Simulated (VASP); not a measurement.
# Mg3BeTe4 in VASP: a series of runs, part 2 of 2

VASP 6.6.1. Earlier steps stand in the parts before.

## Step 4: Single point, PBE

This run uses another cell than the first one, of 31.35 Å³/atom.

INCAR reads:

```
ALGO = Normal
EDIFF = 1E-7
ENCUT = 520
GGA = PE
ISIF = 2
ISMEAR = 0
LASPH = True
LCHARG = False
LREAL = False
LWAVE = False
NBANDS = 26
NELM = 100
PREC = Accurate
SIGMA = 0.1
```

KPOINTS reads:

```
k-points
0
Gamma
  2 2 2
```

POSCAR reads:

```
Mg3BeTe4
1.0
    6.3071162367     -0.0030745729     -0.0004145536
   -0.0032156694      6.3102045354      0.0005083403
   -0.0004268569      0.0005753332      6.3010009511
Mg Be Te
3 1 4
Direct
    0.5003607422      1.0000865911      0.4998895685
    0.0000325176      0.5010665107      0.4998078450
    0.4997235805      0.4990471824      1.0006628374
    0.0000128025     -0.0002610301     -0.0007464810
    0.2308664478      0.7697667199      0.7702467715
    0.7695088722      0.7701014177      0.2296913012
    0.7700923267      0.2305132164      0.7697696670
    0.2294027106      0.2296793919      0.2306784905
```

Potentials or basis: VASP PAW PBE potentials, release 64 (Mg, Be, Te).

Launch:

```bash
$ cat potpaw_PBE.64/Mg/POTCAR potpaw_PBE.64/Be/POTCAR potpaw_PBE.64/Te/POTCAR > POTCAR
$ mpirun -np 1 vasp_std > vasp.out
```

OUTCAR:

```text
EDIFF = 1E-7
   ENCUT = 520
   GGA = PE
   ISIF = 2
   ISMEAR = 0
   LASPH = True
   LREAL = False
   NELM = 100
   PREC = Accurate

 ion  position               nearest neighbor table
   1  0.500  0.000  0.500-   6 2.81   7 2.81   5 2.81   8 2.81
   2  0.000  0.501  0.500-   5 2.81   6 2.81   7 2.81   8 2.81
   3  0.500  0.499  0.001-   8 2.81   6 2.81   7 2.81   5 2.81
   4  0.000  1.000  0.999-   5 2.51   6 2.51   7 2.51   8 2.51
   5  0.231  0.770  0.770-   4 2.51   2 2.81   1 2.81   3 2.81
   6  0.770  0.770  0.230-   4 2.51   1 2.81   2 2.81   3 2.81
   7  0.770  0.231  0.770-   4 2.51   1 2.81   3 2.81   2 2.81
   8  0.229  0.230  0.231-   4 2.51   3 2.81   1 2.81   2 2.81

  LATTYP: Found a triclinic cell.
 ALAT       =     6.3102053752
 B/A-ratio  =     1.4131624833
 C/A-ratio  =     0.9985413496
 COS(alpha) =     0.0000272083
 COS(beta)  =     0.0001719012
 COS(gamma) =     0.7069274904

  Lattice vectors:

 A1 = (   0.0032156694,  -6.3102045354,  -0.0005083403)
 A2 = (  -6.3039005673,  -6.3071299625,  -0.0000937867)
 A3 = (   0.0004268569,  -0.0005753332,  -6.3010009511)

Analysis of symmetry for initial positions (statically):
=====================================================================
 Subroutine PRICEL returns:
 Original cell was already a primitive cell.

 Routine SETGRP: Setting up the symmetry group for a
 triclinic supercell.

 Subroutine GETGRP returns: Found  1 space group operations
 (whereof  1 operations were pure point group operations)
 out of a pool of  2 trial point group operations.

The static configuration has the point symmetry C_1 .

Analysis of symmetry for dynamics (positions and initial velocities):
=====================================================================
 Subroutine PRICEL returns:
 Original cell was already a primitive cell.

 Routine SETGRP: Setting up the symmetry group for a
 triclinic supercell.

 Subroutine GETGRP returns: Found  1 space group operations
 (whereof  1 operations were pure point group operations)
 out of a pool of  2 trial point group operations.

The dynamic configuration has the point symmetry C_1 .

 Subroutine INISYM returns: Found  1 space group operations
 (whereof  1 operations are pure point group operations),
 and found     1 'primitive' translations

----------------------------------------------------------------------------------------

                                     Primitive cell

  volume of cell :     250.7747

  direct lattice vectors                    reciprocal lattice vectors
     6.307116237 -0.003074573 -0.000414554     0.158551106  0.000080797  0.000010734
    -0.003215669  6.310204535  0.000508340     0.000077251  0.158473509 -0.000014465
    -0.000426857  0.000575333  6.301000951     0.000010425 -0.000012780  0.158704945

  length of vectors
     6.307117000  6.310205375  6.301000992     0.158551127  0.158473529  0.158704946

  position of ions in fractional coordinates (direct lattice)
     0.500360742  0.000086591  0.499889569
     0.000032518  0.501066511  0.499807845
     0.499723581  0.499047182  0.000662837
     0.000012803  0.999738970  0.999253519
     0.230866448  0.769766720  0.770246771
     0.769508872  0.770101418  0.229691301
[... 45 lines left out ...]
  0.500000  0.500000 -0.000000      1.000000
  0.000000  0.000000  0.500000      1.000000
  0.500000 -0.000000  0.500000      1.000000
 -0.000000  0.500000  0.500000      1.000000
  0.500000  0.500000  0.500000      1.000000
   k-points           NKPTS =      8   k-points in BZ     NKDIM =      8   number of bands    NBANDS=     26
   number of dos      NEDOS =    301   number of ions     NIONS =      8
   total plane-waves  NPLWV = 110592
   dimension x,y,z NGX =    48 NGY =   48 NGZ =   48
   dimension x,y,z NGXF=    96 NGYF=   96 NGZF=   96
   ions per type =               3   1   4
   NGX,Y,Z   is equivalent  to a cutoff of  12.65, 12.65, 12.66 a.u.
   NGXF,Y,Z  is equivalent  to a cutoff of  25.30, 25.29, 25.33 a.u.
 SYSTEM =  unknown system
   PREC   = accura    normal or accurate (medium, high low for compatibility)
   ISTART =      0    job   : 0-new  1-cont  2-samecut
   ICHARG =      2    charge: 1-file 2-atom 10-const
   ISPIN  =      1    spin polarized calculation?
   LNONCOLLINEAR =      F non collinear calculations
   LSORBIT =      F    spin-orbit coupling
   LASPH  =      T    aspherical Exc in radial PAW
   ENCUT  =  520.0 eV  38.22 Ry    6.18 a.u.  11.73 11.73 11.72*2*pi/ulx,y,z
   NELM   =    100;   NELMIN=  2; NELMDL= -5     # of ELM steps
   EDIFF  = 0.1E-06   stopping-criterion for ELM
   LREAL  =      F    real-space projection
   EDIFFG = 0.1E-05   stopping-criterion for IOM
   NSW    =      0    number of steps for IOM
   IBRION =     -1    ionic relax: 0-MD 1-quasi-New 2-CG
   NFREE  =      0    steps in history (QN), initial steepest desc. (CG)
   ISIF   =      2    stress and relaxation
   ISYM   =      2    0-nonsym 1-usesym 2-fastsym
   POTIM  = 0.5000    time-step for ionic-motion
   TEBEG  =    0.0;   TEEND  =   0.0 temperature during run
   PSTRESS=    0.0 pullay stress
   NELECT =      32.0000    total number of electrons
   NUPDOWN=      -1.0000    fix difference up-down
   EMIN   =  10.00;   EMAX   =-10.00  energy-range for DOS
   EFERMI =   0.00;   METHOD = LEGACY
   ISMEAR =     0;   SIGMA  =   0.10  broadening in eV -4-tet -1-fermi 0-gaus
   EFERMI_NEDOS =   21; number of points for ismear=-14 and -15
   IALGO  =     38    algorithm
   IMIX   =      4    mixing-type and parameters
     AMIX     =   0.40;   BMIX     =  1.00
     AMIX_MAG =   1.60;   BMIX_MAG =  1.00
  volume/ion in A,a.u.               =      31.35       211.54
  Fermi-wavevector in a.u.,A,eV,Ry     =   0.824196  1.557504  9.242414  0.679298
  Thomas-Fermi vector in A             =   1.935838
   LORBIT       =      0    0 simple, 1 ext, 2 COOP (PROOUT), +10 PAW based schemes
   GGA     = PE    functional components
   LHFCALC =     F    Hartree Fock is set to
   AEXX    =    0.0000 exact exchange contribution
   IVDW    =     0    specifies the selected vdW correction
   LEPSILON=     F    determine dielectric tensor
   LRPA    =     F    only Hartree local field effects (RPA)
 non-spin polarized calculation
 Gauss-broadening in eV      SIGMA  =   0.10
  energy-cutoff  :      520.00
  volume of cell :      250.77
 maximum number of plane-waves:      6816
 NGX is ok and might be reduce to    48
   NGX = 23   NGY = 23   NGZ = 23

 number of electron      31.9999997 magnetization

 Free energy of the ion-electron system (eV)
  ---------------------------------------------------
  ext. energy  EPLUGINS =         0.00000000
  ---------------------------------------------------
  free energy    TOTEN  =       -26.36819226 eV

  energy without entropy =      -26.36819226  energy(sigma->0) =      -26.36819226

 E-fermi :   2.8872     XC(G=0):  -8.0217

 val. band max:        2.4210335095   @ k =   0.0000   0.0000   0.0000
 cond. band min:       4.7360685411   @ k =   0.0000   0.0000   0.0000
 fundamental gap:      2.3150350315
 Fermi energy:         2.8872462661

 k-point     1 :       0.0000    0.0000    0.0000
  band No.  band energies     occupation
      1      -8.1624      2.00000
      2      -7.1650      2.00000
      3      -7.1649      2.00000
      4      -7.1614      2.00000
      5      -1.5440      2.00000
      6      -0.7933      2.00000
[... 221 lines left out ...]
     25       7.9033      0.00000
     26       8.0008      0.00000

------------------------ aborting loop because EDIFF is reached ----------------------------------------

  FORCE on cell =-STRESS in cart. coord.  units (eV):
  Direction    XX          YY          ZZ          XY          YZ          ZX
  --------------------------------------------------------------------------------------
  -------------------------------------------------------------------------------------
  Total       -0.0345831     -0.0529678     -0.0008403      0.0440359     -0.0022071      0.0075474
  in kB       -0.2209485     -0.3384067     -0.0053689      0.2813414     -0.0141009      0.0482194
  external PRESSURE =      -0.1882414 kB  Pullay stress =       0.0000000 kB

 VOLUME and BASIS-vectors are now :
 -----------------------------------------------------------------------------
  energy-cutoff  :      520.00
  volume of cell :      250.77
      direct lattice vectors                 reciprocal lattice vectors
     6.307116237 -0.003074573 -0.000414554     0.158551106  0.000080797  0.000010734
    -0.003215669  6.310204535  0.000508340     0.000077251  0.158473509 -0.000014465
    -0.000426857  0.000575333  6.301000951     0.000010425 -0.000012780  0.158704945

 POSITION                                       TOTAL-FORCE (eV/Angst)
 -----------------------------------------------------------------------------------
      3.15562     -0.00070      3.14960        -0.003620      0.002904      0.002253
     -0.00162      3.16212      3.14954        -0.000586     -0.008522      0.000926
      3.15021      3.14755      0.00422         0.000793      0.001582     -0.005143
     -0.00356      6.30913      6.29681        -0.000473      0.005348      0.007494
      1.45330      4.85712      4.85362        -0.017972      0.011992      0.008004
      4.85081      4.85726      1.44736         0.016174      0.005805     -0.009682
      4.85599      1.45266      4.85012         0.012455     -0.013032      0.009654
      1.44603      1.44875      1.45353        -0.006771     -0.006077     -0.013507
 -----------------------------------------------------------------------------------
    total drift:                               -0.000011      0.000002      0.000004

  FREE ENERGIE OF THE ION-ELECTRON SYSTEM (eV)
  ---------------------------------------------------
  free  energy   TOTEN  =       -26.3681922639 eV

  energy  without entropy=      -26.3681922639  energy(sigma->0) =      -26.36819226
```

Wall time 42 s (1 thread of AMD EPYC 9R45 (Zen 5), shared host); peak memory 0.31 GiB.

Results:

| Item | Value |
| --- | --- |
| Free energy | -26.3682 eV |
| Pressure | 0.0 GPa |
| Largest force | 0.023 eV/Å |
| Band gap on the k mesh | 2.32 eV |

Forces on the atoms (eV/Å):
```
Mg  -0.004  0.003  0.002
Mg  -0.001 -0.009  0.001
Mg   0.001  0.002 -0.005
Be   0.000  0.005  0.007
Te  -0.018  0.012  0.008
Te   0.016  0.006 -0.010
Te   0.012 -0.013  0.010
Te  -0.007 -0.006 -0.014
```

Caveat: the k points lie up to 0.50 Å⁻¹ apart; spin-orbit coupling is left out, which moves the levels of the heavy elements.

## Step 5: Single point, PBE

This run uses another cell than the first one, of 31.19 Å³/atom.

INCAR reads:

```
PREC     = Accurate       # precision mode
ENCUT    = 520            # plane-wave cutoff, eV
EDIFF    = 1E-6           # SCF threshold, eV
ISMEAR   = 0              # smearing method
SIGMA    = 0.02           # smearing width, eV
LREAL    = F              # projectors in reciprocal space
LASPH    = T              # aspherical terms in the spheres
NELM     = 80             # most SCF steps
ALGO     = Normal         # electronic algorithm
ISIF     = 2              # what is computed and relaxed
LWAVE    = F              # write WAVECAR
LCHARG   = F              # write CHGCAR
GGA      = PE             # functional
NBANDS   = 26             # bands
```

KPOINTS reads:

```
Automatic mesh
0
Gamma
  4 4 4
```

POSCAR reads:

```
Mg3BeTe4
1.0
    6.2955427394      0.0000000000      0.0000000000
    0.0000000000      6.2955427394      0.0000000000
    0.0000000000      0.0000000000      6.2955427394
Mg Be Te
3 1 4
Direct
    0.5000000000      0.0000000000      0.5000000000
    0.0000000000      0.5000000000      0.5000000000
    0.5000000000      0.5000000000      0.0000000000
    0.0000000000      0.0000000000      0.0000000000
    0.2296359656      0.7703640344      0.7703640344
    0.7703640344      0.7703640344      0.2296359656
    0.7703640344      0.2296359656      0.7703640344
    0.2296359656      0.2296359656      0.2296359656
```

Potentials or basis: VASP PAW PBE potentials, release 64 (Mg, Be, Te).

Launch:

```bash
$ cat potpaw_PBE.64/Mg/POTCAR potpaw_PBE.64/Be/POTCAR potpaw_PBE.64/Te/POTCAR > POTCAR
$ mpirun -np 1 vasp_std > vasp.out
```

OUTCAR:

```text
PREC = Accurate
   ENCUT = 520
   EDIFF = 1E-6
   ISMEAR = 0
   LREAL = F
   LASPH = T
   NELM = 80
   ISIF = 2
   GGA = PE

 ion  position               nearest neighbor table
   1  0.500  0.000  0.500-   5 2.81   6 2.81   7 2.81   8 2.81
   2  0.000  0.500  0.500-   5 2.81   6 2.81   7 2.81   8 2.81
   3  0.500  0.500  0.000-   5 2.81   6 2.81   7 2.81   8 2.81
   4  0.000  0.000  0.000-   5 2.50   6 2.50   7 2.50   8 2.50
   5  0.230  0.770  0.770-   4 2.50   2 2.81   3 2.81   1 2.81
   6  0.770  0.770  0.230-   4 2.50   2 2.81   3 2.81   1 2.81
   7  0.770  0.230  0.770-   4 2.50   2 2.81   3 2.81   1 2.81
[... 486 lines left out ...]
  Total        0.0703650      0.0703650      0.0703650      0.0000000      0.0000000      0.0000000
  in kB        0.4518224      0.4518224      0.4518224      0.0000000      0.0000000      0.0000000
  external PRESSURE =       0.4518224 kB  Pullay stress =       0.0000000 kB

 VOLUME and BASIS-vectors are now :
 -----------------------------------------------------------------------------
  energy-cutoff  :      520.00
  volume of cell :      249.52
      direct lattice vectors                 reciprocal lattice vectors
     6.295542739  0.000000000  0.000000000     0.158842540  0.000000000  0.000000000
     0.000000000  6.295542739  0.000000000     0.000000000  0.158842540  0.000000000
     0.000000000  0.000000000  6.295542739     0.000000000  0.000000000  0.158842540

 POSITION                                       TOTAL-FORCE (eV/Angst)
 -----------------------------------------------------------------------------------
      3.14777      0.00000      3.14777         0.000000     -0.000000      0.000000
      0.00000      3.14777      3.14777         0.000000     -0.000000     -0.000000
      3.14777      3.14777      0.00000         0.000000     -0.000000      0.000000
      0.00000      0.00000      0.00000         0.000000     -0.000000      0.000000
      1.44568      4.84986      4.84986         0.007687     -0.007687     -0.007687
      4.84986      4.84986      1.44568        -0.007687     -0.007687      0.007687
      4.84986      1.44568      4.84986        -0.007687      0.007687     -0.007687
      1.44568      1.44568      1.44568         0.007687      0.007687      0.007687
 -----------------------------------------------------------------------------------
    total drift:                               -0.000000     -0.000000      0.000000

  FREE ENERGIE OF THE ION-ELECTRON SYSTEM (eV)
  ---------------------------------------------------
  free  energy   TOTEN  =       -26.5253707428 eV

  energy  without entropy=      -26.5253707428  energy(sigma->0) =      -26.52537074
```

OSZICAR:

```text
N       E                     dE             d eps       ncg     rms          rms(c)
DAV:   1     0.118872194614E+03    0.11887E+03   -0.10664E+04   520   0.948E+02
DAV:   2    -0.159617020245E+02   -0.13483E+03   -0.12613E+03   712   0.135E+02
DAV:   3    -0.269714539295E+02   -0.11010E+02   -0.10941E+02   686   0.420E+01
DAV:   4    -0.272291070092E+02   -0.25765E+00   -0.25752E+00   666   0.745E+00
DAV:   5    -0.272349988261E+02   -0.58918E-02   -0.58916E-02   712   0.118E+00    0.612E+00
DAV:   6    -0.266064289249E+02    0.62857E+00   -0.77050E-01   606   0.319E+00    0.403E+00
DAV:   7    -0.265128330025E+02    0.93596E-01   -0.55326E-01   668   0.265E+00    0.178E+00
DAV:   8    -0.265228017445E+02   -0.99687E-02   -0.29330E-02   560   0.814E-01    0.480E-01
DAV:   9    -0.265247153685E+02   -0.19136E-02   -0.38940E-03   654   0.275E-01    0.139E-01
DAV:  10    -0.265253055334E+02   -0.59016E-03   -0.10961E-03   598   0.132E-01    0.552E-02
DAV:  11    -0.265253592414E+02   -0.53708E-04   -0.11444E-04   660   0.463E-02    0.318E-02
DAV:  12    -0.265253661841E+02   -0.69427E-05   -0.53220E-05   578   0.265E-02    0.121E-02
DAV:  13    -0.265253702315E+02   -0.40474E-05   -0.75914E-06   588   0.111E-02    0.333E-03
DAV:  14    -0.265253707428E+02   -0.51123E-06   -0.20811E-07   468   0.220E-03
   1 F= -.26525371E+02 E0= -.26525371E+02  d E =-.214093E-11
```

It took 40 s on 1 thread of AMD EPYC 9R45 (Zen 5), shared host; peak memory 0.32 GiB.

What came out:

| Property | Result |
| --- | --- |
| Free energy | -26.5254 eV |
| Pressure | 0.0 GPa |
| Largest force | 0.013 eV/Å |
| Band gap on the k mesh | 2.34 eV |

Forces on the atoms (eV/Å):
```
Mg   0.000  0.000  0.000
Mg   0.000  0.000  0.000
Mg   0.000  0.000  0.000
Be   0.000  0.000  0.000
Te   0.008 -0.008 -0.008
Te  -0.008 -0.008  0.008
Te  -0.008  0.008 -0.008
Te   0.008  0.008  0.008
```

Caveat: spin-orbit coupling is left out, which moves the levels of the heavy elements.

## Step 6: Summary

| cell | k mesh | smearing | gap on the mesh (eV) | pressure (GPa) | largest force (eV/Å) |
| --- | --- | --- | --- | --- | --- |
| a = 6.301 Å, 8 atoms | 3 × 3 × 3 | gaussian 0.2 eV | 2.33 | 0.0 | 0.01 |
| a = 6.296 Å, 8 atoms | 2 × 2 × 2 | gaussian 0.1 eV | 2.34 | 0.2 | 0.02 |
| a = 6.307, b = 6.310, c = 6.301 Å, angles 90.0, 90.0, 90.1°, 8 atoms | 2 × 2 × 2 | gaussian 0.1 eV | 2.32 | 0.0 | 0.02 |
| a = 6.296 Å, 8 atoms | 4 × 4 × 4 | gaussian 0.02 eV | 2.34 | 0.0 | 0.01 |

Alike in all rows: task single point; level PBE; potentials or basis VASP PAW PBE potentials, release 64 (Mg, Be, Te); no spin polarisation; cutoff (eV) 520.

Caveats: some runs use coarse meshes; spin-orbit coupling is left out, which moves the levels of the heavy elements.

Absolute energies hang on the potentials; compare differences alone.
